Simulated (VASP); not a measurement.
Input of a VASP 6.6.1 run:

File INCAR:

```
SYSTEM = SiTe3
PREC = Accurate ; ENCUT = 520
EDIFF = 1E-7 ; ISMEAR = 0
SIGMA = 0.1 ; LREAL = .FALSE.
LASPH = .TRUE. ; NELM = 100
ALGO = Normal ; ISIF = 2
LWAVE = .FALSE. ; LCHARG = .FALSE.
GGA = PE ; NBANDS = 32
```

KPOINTS

```
Automatic mesh
0
G
  3 3 4
  0 0 0
```

POSCAR

```
SiTe3
1.0
    6.9293831698      0.0000000000      0.0000000000
   -3.4646915849      6.0010218576      0.0000000000
    0.0000000000      0.0000000000      5.0206903714
Si Te
2 6
Direct
    0.3333333333      0.6666666667      0.2500000000
    0.6666666667      0.3333333333      0.7500000000
    0.8226399311      0.6452798621      0.2500000000
    0.1773600689      0.8226399311      0.7500000000
    0.3547201379      0.1773600689      0.2500000000
    0.1773600689      0.3547201379      0.7500000000
    0.8226399311      0.1773600689      0.2500000000
    0.6452798621      0.8226399311      0.7500000000
```

Potentials or basis: VASP PAW PBE potentials, release 64 (Si, Te).

Launch:

```console
$ cat potpaw_PBE.64/Si/POTCAR potpaw_PBE.64/Te/POTCAR > POTCAR
$ mpirun -np 1 vasp_std > vasp.out
```

What does it give for the largest force?

0.009 eV/Å.

Predict the band gap on the k mesh.

zero (bands 22 and 23 overlap by 1.71 eV).

Stress tensor (GPa, compression positive):
```
 0.09  0.00  0.00
 0.00  0.09  0.00
 0.00  0.00 -0.35
```

Caveat: spin-orbit coupling is left out, which moves the levels of the heavy elements.
